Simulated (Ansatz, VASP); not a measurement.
Au: VASP beside Ansatz

```
CELL_PARAMETERS angstrom
2.86626 0.00000 0.00000
-1.43313 2.48225 0.00000
0.00000 0.00000 4.78674
ATOMIC_POSITIONS crystal
Au 0.33333 0.66667 0.25000
Au 0.66667 0.33333 0.75000
```

Alike in both runs: functional PBEsol; k mesh 18 × 18 × 10; occupations gaussian, width 0.1 eV; no spin polarisation.

Ansatz relaxed the structure, and its values are those at the end. VASP's run is a single point on that final structure, the one shown.

```csv
,VASP,Ansatz
version,VASP 6.6.1,Ansatz 0.2.0
potentials or method,"VASP PAW PBE potentials, release 64 (Au), cutoff 520 eV","scalar-relativistic, plane waves, PAW"
valence electrons in the cell,22,38
```

Ansatz gave:

```
gap on the k mesh at the Fermi level (eV) : none
pressure (GPa)                            : 0.0
```

Q: Estimate VASP's values.

A: gap on the k mesh at the Fermi level (eV): none; pressure (GPa): -0.2.

VASP's potentials were made for PBE, not for PBEsol. A gap of «none» marks a metal or a gap that the smearing closes. With one functional, cell and mesh, what is left measures potentials, basis and numerics. VASP's potentials hold 22 valence electrons a cell and Ansatz's 38, so a difference there can come from the potentials and not from the codes.

Neither program's run includes spin-orbit coupling.
